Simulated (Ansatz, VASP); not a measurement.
# CuSn2O2: VASP beside Ansatz

INCAR

```
PREC = Accurate
ENCUT = 520
EDIFF = 1E-7
ISMEAR = 0
SIGMA = 0.05
LREAL = False
LASPH = True
NELM = 150
ALGO = Normal
ISIF = 2
LWAVE = False
LCHARG = False
ISPIN = 2
MAGMOM = 0 0 0 0 1
LORBIT = 11
LMAXMIX = 4
LDIPOL = True
IDIPOL = 3
DIPOL = 0.5 0.5 0.311
GGA = PE
IVDW = 12
NBANDS = 38
```

Contents of KPOINTS:

```
regular mesh
0
Gamma
  7 7 1
```

File POSCAR:

```
CuSn2O2
1.0
    3.8201708766      0.0000000000      0.0000000000
    0.0000000000      3.8201708766      0.0000000000
    0.0000000000      0.0000000000     19.3630360333
Sn O Cu
2 2 1
Direct
    0.5000000000      0.0000000000      0.2065791745
    0.0000000000      0.5000000000      0.3286176828
    0.0000000000      0.0000000000      0.2675984287
    0.5000000000      0.5000000000      0.2675984287
    0.0000000000      1.0000000000      0.4835520637
```

Input for Ansatz:

```yaml
crystal:
  lattice:
    - [3.8201708766, 0.0, 0.0]
    - [0.0, 3.8201708766, 0.0]
    - [0.0, 0.0, 19.3630360333]
  atoms:
    - { symbol: Sn, position: [0.5, 0.0, 0.2065791745] }
    - { symbol: O, position: [0.0, 0.0, 0.2675984287] }
    - { symbol: O, position: [0.5, 0.5, 0.2675984287] }
    - { symbol: Sn, position: [0.0, 0.5, 0.3286176828] }
    - { symbol: Cu, position: [0.0, 1.0, 0.4835520637], spin: 1.0 }
basis:
  ecutwfc: 420
kpoints:
  mp_grid: { grid: [7, 7, 1] }
hamiltonian:
  xc: pbe
  pseudopotentials: { kind: paw, azcp: { folder: soft_1 } }
  dispersion: d3bj
scf:
  occupations: { method: gaussian, width: 0.05 }
output:
  forces: true
  eigenvalues: true
  populations: true
magnetization:
  spin_polarized: true
efield:
  axis: 3
  dipole_correction: true
  ramp_width: 0.04
```

Alike in both runs: task single point; functional PBE; dispersion D3(BJ); k mesh 7 × 7 × 1; occupations gaussian, width 0.05 eV; collinear spin.

```csv
,VASP,Ansatz
version,VASP 6.6.1,Ansatz 0.2.0
potentials or method,"VASP PAW PBE potentials, release 64 (Sn_d, O, Cu), cutoff 520 eV","scalar-relativistic, plane waves, PAW"
valence electrons in the cell,51,59
```

Ansatz gave:

* gap on the k mesh at the Fermi level (eV): none
* rms of the force components (eV/Å): 0.130
* net moment per atom (μB): 0.00

**Question.** Estimate VASP's values.

**Answer.** gap on the k mesh at the Fermi level (eV): none; rms of the force components (eV/Å): 0.144; net moment per atom (μB): 0.00.

A gap of «none» marks a metal or a gap that the smearing closes. VASP's potentials hold 51 valence electrons a cell and Ansatz's 59, so a difference there can come from the potentials and not from the codes. Ansatz's warnings: seeded moment not kept.
